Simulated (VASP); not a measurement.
# Au (P6_3/mmc) in VASP: a series of runs

Au is run at these levels: PBE; tasks: single point, relaxation of cell and atoms.

Program: VASP 6.6.1. These are calculated values, not measurements. Logs are shortened: lines on timing, memory, paths and dates and some standing lists are left out, and cuts for length are marked.

### Step 1. The cell of the first run

Symmetry: P6_3/mmc, No. 194, hexagonal system. Conventional cell: a = 2.725 Å, b = 2.725 Å, c = 4.520 Å, α = 90.00°, β = 90.00°, γ = 120.00°. Au (site symmetry -6m2) has 12 Au at 2.72 to 2.75 Å within 3.6 Å.

This isn't the form of Au at room conditions, which is fcc.

### Step 2. Single point, PBE

Input file INCAR:

```
PREC = Accurate
ENCUT = 520
EDIFF = 1E-6
ISMEAR = -1
SIGMA = 0.1
LREAL = F
LASPH = T
NELM = 80
ALGO = Normal
ISIF = 2
LWAVE = F
LCHARG = T
GGA = PE
LELF = T
LVHAR = T
NBANDS = 18
```

Input file KPOINTS:

```
Automatic mesh
0
Gamma
  16 16 9
```

Input file POSCAR:

```
Au
1.0
    2.7248034852      0.0000000000      0.0000000000
   -1.3624017426      2.3597490385      0.0000000000
    0.0000000000      0.0000000000      4.5204023536
Au
2
Direct
    0.3333333333      0.6666666667      0.2500000000
    0.6666666667      0.3333333333      0.7500000000
```

Potentials or basis: VASP PAW PBE potentials, release 64 (Au).

Command:

```bash
$ cat potpaw_PBE.64/Au/POTCAR > POTCAR
$ mpirun -np 1 vasp_std > vasp.out
```

OUTCAR:

```text
PREC = Accurate
   ENCUT = 520
   EDIFF = 1E-6
   ISMEAR = -1
   LREAL = F
   LASPH = T
   NELM = 80
   ISIF = 2
   GGA = PE

 ion  position               nearest neighbor table
   1  0.333  0.667  0.250-   2 2.75   2 2.75   2 2.75   2 2.75   2 2.75   2 2.75
   2  0.667  0.333  0.750-   1 2.75   1 2.75   1 2.75   1 2.75   1 2.75   1 2.75

  LATTYP: Found a hexagonal cell.
 ALAT       =     2.7248034852
 C/A-ratio  =     1.6589828874

  Lattice vectors:

 A1 = (   2.7248034852,   0.0000000000,   0.0000000000)
 A2 = (  -1.3624017426,   2.3597490385,   0.0000000000)
 A3 = (   0.0000000000,   0.0000000000,   4.5204023536)

Analysis of symmetry for initial positions (statically):
=====================================================================
 Subroutine PRICEL returns:
 Original cell was already a primitive cell.

 Routine SETGRP: Setting up the symmetry group for a
 hexagonal supercell.

 Subroutine GETGRP returns: Found 24 space group operations
 (whereof 12 operations were pure point group operations)
 out of a pool of 24 trial point group operations.

The static configuration has the point symmetry D_3d.
 The point group associated with its full space group is D_6h.

Analysis of symmetry for dynamics (positions and initial velocities):
=====================================================================
 Subroutine PRICEL returns:
 Original cell was already a primitive cell.

 Routine SETGRP: Setting up the symmetry group for a
 hexagonal supercell.

 Subroutine GETGRP returns: Found 24 space group operations
 (whereof 12 operations were pure point group operations)
 out of a pool of 24 trial point group operations.

The dynamic configuration has the point symmetry D_3d.
 The point group associated with its full space group is D_6h.

 Subroutine INISYM returns: Found 24 space group operations
 (whereof 12 operations are pure point group operations),
 and found     1 'primitive' translations

----------------------------------------------------------------------------------------

                                     Primitive cell

  volume of cell :      29.0655

  direct lattice vectors                    reciprocal lattice vectors
     2.724803485  0.000000000  0.000000000     0.366998943  0.211886939  0.000000000
    -1.362401743  2.359749038  0.000000000     0.000000000  0.423773878  0.000000000
     0.000000000  0.000000000  4.520402354     0.000000000  0.000000000  0.221219246

[... 73 lines left out ...]
 SYSTEM =  unknown system
   PREC   = accura    normal or accurate (medium, high low for compatibility)
   ISTART =      0    job   : 0-new  1-cont  2-samecut
   ICHARG =      2    charge: 1-file 2-atom 10-const
   ISPIN  =      1    spin polarized calculation?
   LNONCOLLINEAR =      F non collinear calculations
   LSORBIT =      F    spin-orbit coupling
   LASPH  =      T    aspherical Exc in radial PAW
   ENCUT  =  520.0 eV  38.22 Ry    6.18 a.u.   5.07  5.07  8.40*2*pi/ulx,y,z
   NELM   =     80;   NELMIN=  2; NELMDL= -5     # of ELM steps
   EDIFF  = 0.1E-05   stopping-criterion for ELM
   LREAL  =      F    real-space projection
[... 7 lines left out ...]
   TEBEG  =    0.0;   TEEND  =   0.0 temperature during run
   PSTRESS=    0.0 pullay stress
   NELECT =      22.0000    total number of electrons
   NUPDOWN=      -1.0000    fix difference up-down
   EMIN   =  10.00;   EMAX   =-10.00  energy-range for DOS
   EFERMI =   0.00;   METHOD = LEGACY
   ISMEAR =    -1;   SIGMA  =   0.10  broadening in eV -4-tet -1-fermi 0-gaus
   EFERMI_NEDOS =   21; number of points for ismear=-14 and -15
   IALGO  =     38    algorithm
   IMIX   =      4    mixing-type and parameters
     AMIX     =   0.40;   BMIX     =  1.00
     AMIX_MAG =   1.60;   BMIX_MAG =  1.00
  volume/ion in A,a.u.               =      14.53        98.07
  Fermi-wavevector in a.u.,A,eV,Ry     =   1.491957  2.819390 30.285701  2.225936
  Thomas-Fermi vector in A             =   2.604546
   LORBIT       =      0    0 simple, 1 ext, 2 COOP (PROOUT), +10 PAW based schemes
   GGA     = PE    functional components
   LHFCALC =     F    Hartree Fock is set to
   AEXX    =    0.0000 exact exchange contribution
   IVDW    =     0    specifies the selected vdW correction
   LEPSILON=     F    determine dielectric tensor
   LRPA    =     F    only Hartree local field effects (RPA)
 non-spin polarized calculation
  energy-cutoff  :      520.00
  volume of cell :       29.07
 maximum number of plane-waves:       795
   NGX = 11   NGY = 11   NGZ = 17

 number of electron      22.0000002 magnetization

 Free energy of the ion-electron system (eV)
  ---------------------------------------------------
  ext. energy  EPLUGINS =         0.00000000
  ---------------------------------------------------
  free energy    TOTEN  =        -5.50409131 eV

  energy without entropy =       -5.47996267  energy(sigma->0) =       -5.49202699

 E-fermi :  12.4232     XC(G=0): -13.6923

 val. band max:       12.4173847988   @ k =   0.3125   0.1250   0.4444
 cond. band min:      12.4278582792   @ k =   0.4375   0.0625   0.4444
 fundamental gap:      0.0104734804
 Fermi energy:        12.4232488692

 k-point     1 :       0.0000    0.0000    0.0000
  band No.  band energies     occupation
      1       0.7069      2.00000
      2       3.3904      2.00000
      3       6.5741      2.00000
      4       6.8424      2.00000
      5       6.8424      2.00000
      6       7.2832      2.00000
[... 481 lines left out ...]
      5       6.5199      2.00000
      6       7.1463      2.00000
[... 10 lines left out ...]
     17      27.1220      0.00000
     18      28.4210      0.00000

 [... further k-points ...]

------------------------ aborting loop because EDIFF is reached ----------------------------------------

  FORCE on cell =-STRESS in cart. coord.  units (eV):
  Direction    XX          YY          ZZ          XY          YZ          ZX
  --------------------------------------------------------------------------------------
  -------------------------------------------------------------------------------------
  Total        9.8910935      9.8910935      9.8851685      0.0000000      0.0000000      0.0000000
  in kB      545.2262941    545.2262941    544.8996945      0.0000000      0.0000000      0.0000000
  external PRESSURE =     545.1174276 kB  Pullay stress =       0.0000000 kB

 VOLUME and BASIS-vectors are now :
 -----------------------------------------------------------------------------
  energy-cutoff  :      520.00
  volume of cell :       29.07
      direct lattice vectors                 reciprocal lattice vectors
     2.724803485  0.000000000  0.000000000     0.366998943  0.211886939  0.000000000
    -1.362401743  2.359749038  0.000000000     0.000000000  0.423773878  0.000000000
     0.000000000  0.000000000  4.520402354     0.000000000  0.000000000  0.221219246

 POSITION                                       TOTAL-FORCE (eV/Angst)
 -----------------------------------------------------------------------------------
     -0.00000      1.57317      1.13010         0.000000     -0.000000      0.000000
      1.36240      0.78658      3.39030        -0.000000      0.000000      0.000000
 -----------------------------------------------------------------------------------
    total drift:                                0.000000     -0.000000      0.000000

  FREE ENERGIE OF THE ION-ELECTRON SYSTEM (eV)
  ---------------------------------------------------
  free  energy   TOTEN  =        -5.5040913063 eV

  energy  without entropy=       -5.4799626713  energy(sigma->0) =       -5.49202699
```

OSZICAR:

```text
N       E                     dE             d eps       ncg     rms          rms(c)
DAV:   1     0.128677260990E+03    0.12868E+03   -0.11959E+04  5408   0.121E+03
DAV:   2    -0.389581996515E+01   -0.13257E+03   -0.12713E+03  5738   0.275E+02
DAV:   3    -0.602356993128E+01   -0.21277E+01   -0.21182E+01  6392   0.355E+01
DAV:   4    -0.603192395759E+01   -0.83540E-02   -0.83533E-02  6004   0.230E+00
DAV:   5    -0.603199092371E+01   -0.66966E-04   -0.66965E-04  6082   0.217E-01    0.220E+01
DAV:   6    -0.557659754620E+01    0.45539E+00   -0.64526E-01  5586   0.779E+00    0.132E+01
DAV:   7    -0.551401627288E+01    0.62581E-01   -0.20334E-01  5746   0.441E+00    0.265E+00
DAV:   8    -0.550410332631E+01    0.99129E-02   -0.31974E-02  5582   0.164E+00    0.452E-01
DAV:   9    -0.550407881587E+01    0.24510E-04   -0.11625E-04  6168   0.967E-02    0.278E-02
DAV:  10    -0.550409058529E+01   -0.11769E-04   -0.44300E-06  5962   0.207E-02    0.104E-02
DAV:  11    -0.550409130627E+01   -0.72098E-06   -0.64342E-07  3134   0.692E-03
   1 F= -.55040913E+01 E0= -.54920270E+01  d E =-.241286E-01
```

stdout:

```text
POSCAR found type information on POSCAR Au
 POSCAR found :  1 types and       2 ions
 scaLAPACK will be used
 LDA part: xc-table for (Slater+PW92), standard interpolation
 POSCAR, INCAR and KPOINTS ok, starting setup
 FFT: planning ... GRIDC
 FFT: planning ... GRID_SOFT
 FFT: planning ... GRID
 WAVECAR not read
 entering main loop
```

Run time: 29 s. Hardware: 1 thread of AMD EPYC 9R45 (Zen 5), shared host; peak memory 0.16 GiB.

Results:

* Free energy: -5.5041 eV
* Pressure: 54.5 GPa
* Band gap on the k mesh: zero (bands 11 and 12 overlap by 6.74 eV)

Caveat: the cell stands under pressure; spin-orbit coupling is left out, which moves the levels of the heavy elements.

### Step 3. Single point, PBE

Input file INCAR:

```
PREC = Accurate
ENCUT = 520
EDIFF = 1E-6
ISMEAR = -1
SIGMA = 0.1
LREAL = False
LASPH = True
NELM = 60
ALGO = Normal
ISIF = 2
LWAVE = False
LCHARG = False
GGA = PE
NBANDS = 18
```

KPOINTS is that of step 2.

Input file POSCAR:

```
Au
1.0
    2.7246354338      0.0000000000      0.0000000000
   -1.3623177169      2.3596035017      0.0000000000
    0.0000000000      0.0000000000      4.5200032914
Au
2
Direct
    0.3333333333      0.6666666667      0.2500000000
    0.6666666667      0.3333333333      0.7500000000
```

Potentials or basis: VASP PAW PBE potentials, release 64 (Au).

Command:

```bash
$ cat potpaw_PBE.64/Au/POTCAR > POTCAR
$ mpirun -np 1 vasp_std > vasp.out
```

OUTCAR:

```text
PREC = Accurate
   ENCUT = 520
   EDIFF = 1E-6
   ISMEAR = -1
   LREAL = False
   LASPH = True
   NELM = 60
   ISIF = 2
   GGA = PE

 ion  position               nearest neighbor table
   1  0.333  0.667  0.250-   2 2.75   2 2.75   2 2.75   2 2.75   2 2.75   2 2.75
   2  0.667  0.333  0.750-   1 2.75   1 2.75   1 2.75   1 2.75   1 2.75   1 2.75

  LATTYP: Found a hexagonal cell.
 ALAT       =     2.7246354338
 C/A-ratio  =     1.6589387466

  Lattice vectors:

[... 690 lines left out ...]
 [... further k-points ...]

------------------------ aborting loop because EDIFF is reached ----------------------------------------

  FORCE on cell =-STRESS in cart. coord.  units (eV):
  Direction    XX          YY          ZZ          XY          YZ          ZX
  --------------------------------------------------------------------------------------
  -------------------------------------------------------------------------------------
  Total        9.9036717      9.9036717      9.8998334      0.0000000      0.0000000      0.0000000
  in kB      546.0351934    546.0351934    545.8235711      0.0000000      0.0000000      0.0000000
  external PRESSURE =     545.9646527 kB  Pullay stress =       0.0000000 kB

 VOLUME and BASIS-vectors are now :
 -----------------------------------------------------------------------------
  energy-cutoff  :      520.00
  volume of cell :       29.06
      direct lattice vectors                 reciprocal lattice vectors
     2.724635434  0.000000000  0.000000000     0.367021579  0.211900008  0.000000000
    -1.362317717  2.359603502  0.000000000     0.000000000  0.423800015  0.000000000
     0.000000000  0.000000000  4.520003291     0.000000000  0.000000000  0.221238777

 POSITION                                       TOTAL-FORCE (eV/Angst)
 -----------------------------------------------------------------------------------
     -0.00000      1.57307      1.13000         0.000000      0.000000      0.000000
      1.36232      0.78653      3.39000        -0.000000     -0.000000      0.000000
 -----------------------------------------------------------------------------------
    total drift:                               -0.000000      0.000000     -0.000000

  FREE ENERGIE OF THE ION-ELECTRON SYSTEM (eV)
  ---------------------------------------------------
  free  energy   TOTEN  =        -5.5019431560 eV

  energy  without entropy=       -5.4778208461  energy(sigma->0) =       -5.48988200
```

OSZICAR:

```text
N       E                     dE             d eps       ncg     rms          rms(c)
DAV:   1     0.129972117762E+03    0.12997E+03   -0.11972E+04  5400   0.122E+03
DAV:   2    -0.377502706236E+01   -0.13375E+03   -0.12823E+03  5744   0.275E+02
DAV:   3    -0.602058125734E+01   -0.22456E+01   -0.22348E+01  6310   0.362E+01
DAV:   4    -0.602971794293E+01   -0.91367E-02   -0.91358E-02  6034   0.242E+00
DAV:   5    -0.602979172304E+01   -0.73780E-04   -0.73780E-04  6050   0.227E-01    0.220E+01
DAV:   6    -0.557449710656E+01    0.45529E+00   -0.64490E-01  5562   0.778E+00    0.132E+01
DAV:   7    -0.551186853462E+01    0.62629E-01   -0.20326E-01  5780   0.441E+00    0.265E+00
DAV:   8    -0.550195511751E+01    0.99134E-02   -0.31971E-02  5588   0.164E+00    0.452E-01
DAV:   9    -0.550193065990E+01    0.24458E-04   -0.11601E-04  6098   0.966E-02    0.278E-02
DAV:  10    -0.550194243329E+01   -0.11773E-04   -0.44273E-06  5924   0.207E-02    0.104E-02
DAV:  11    -0.550194315603E+01   -0.72274E-06   -0.64267E-07  3128   0.691E-03
   1 F= -.55019432E+01 E0= -.54898820E+01  d E =-.241223E-01
```

stdout:

```text
POSCAR found type information on POSCAR Au
 POSCAR found :  1 types and       2 ions
 scaLAPACK will be used
 LDA part: xc-table for (Slater+PW92), standard interpolation
 POSCAR, INCAR and KPOINTS ok, starting setup
 FFT: planning ... GRIDC
 FFT: planning ... GRID_SOFT
 FFT: planning ... GRID
 WAVECAR not read
 entering main loop
```

Run time: 29 s. Hardware: 1 thread of AMD EPYC 9R45 (Zen 5), shared host; peak memory 0.16 GiB.

Results:

* Free energy: -5.5019 eV
* Pressure: 54.6 GPa
* Band gap on the k mesh: zero (bands 11 and 12 overlap by 6.74 eV)

Caveat: the cell stands under pressure; spin-orbit coupling is left out, which moves the levels of the heavy elements.

### Step 4. Relaxation of cell and atoms, PBE, target pressure 55 GPa, at which the enthalpy is minimised

This run uses another cell than the first one: it holds 4 atoms, not 2.

Input file INCAR:

```
PREC = Accurate
ENCUT = 600
EDIFF = 1E-7
ISMEAR = -1
SIGMA = 0.1
LREAL = False
LASPH = True
NELM = 60
ALGO = Normal
ISIF = 3
LWAVE = False
LCHARG = False
GGA = PE
IBRION = 2
NSW = 60
EDIFFG = -0.005
PSTRESS = 550.0
```

Input file KPOINTS:

```
Automatic mesh
0
Gamma
  13 13 4
```

Input file POSCAR:

```
Au
1.0
    2.7439906305      0.0000000000      0.0000000000
   -1.3719953153      2.3763655938      0.0000000000
    0.0000000000      0.0000000000      8.9179695492
Au
4
Direct
    0.0000000000      0.0000000000      0.0000000000
    0.0000000000      0.0000000000      0.5000000000
    0.3333333333      0.6666666667      0.2500000000
    0.6666666667      0.3333333333      0.7500000000
```

Command:

```bash
$ cat potpaw_PBE.64/Au/POTCAR > POTCAR
$ mpirun -np 1 vasp_std > vasp.out
```

It took 9.3 min on 1 thread of Intel Xeon 8259CL, shared host; peak memory 0.25 GiB.

The run converged. Its results:

* Free energy: -11.0354 eV
* Relaxed volume: 14.52 Å³/atom
* Relaxed cell: a = 2.730 Å, b = 2.730 Å, c = 9.000 Å, α = 90.00°, β = 90.00°, γ = 120.00°
* Space group after relaxing (to 0.1 Å): P6_3/mmc (No. 194)
* Energy change on relaxing (the run minimises the enthalpy): +5.2 meV/atom
* Ionic steps: 5
* Pressure after relaxing: 55.0 GPa
* Band gap on the k mesh: zero (bands 22 and 23 overlap by 5.80 eV)

The path:
| step | energy change (eV) | largest force (eV/Å) | pressure (GPa) | volume (Å³) |
| --- | --- | --- | --- | --- |
| 1 | 0.0000 | 0.0000 | 54.39 | 58.15 |
| 2 | 0.1590 | 0.0000 | 57.89 | 57.68 |
| 3 | 0.0921 | 0.0000 | 56.45 | 57.87 |
| 4 | -0.1639 | 0.0000 | 51.11 | 58.64 |
| 5 | 0.0206 | 0.0000 | 54.99 | 58.07 |

Final structure:
```
Au
1.0
     2.72960    0.00000    0.00000
    -1.36480    2.36390    0.00000
     0.00000    0.00000    8.99963
Au
4
Direct
  0.00000 0.00000 0.00000
  0.00000 0.00000 0.50000
  0.33333 0.66667 0.25000
  0.66667 0.33333 0.75000
```

Levels at points of the mesh, in eV from the Fermi level:
```csv
k point,band 20,band 21,band 22,band 23,band 24,band 25
"(0.00, 0.00, 0.00)",-3.04,-3.04,-2.27,-2.27,-1.88,3.83
"(0.00, 0.00, 0.50)",-3.80,-2.60,-2.60,-2.60,-2.60,7.06
```

Caveat: the cell is relaxed towards a set pressure, so the run minimises the enthalpy, not the energy; spin-orbit coupling is left out, which moves the levels of the heavy elements.
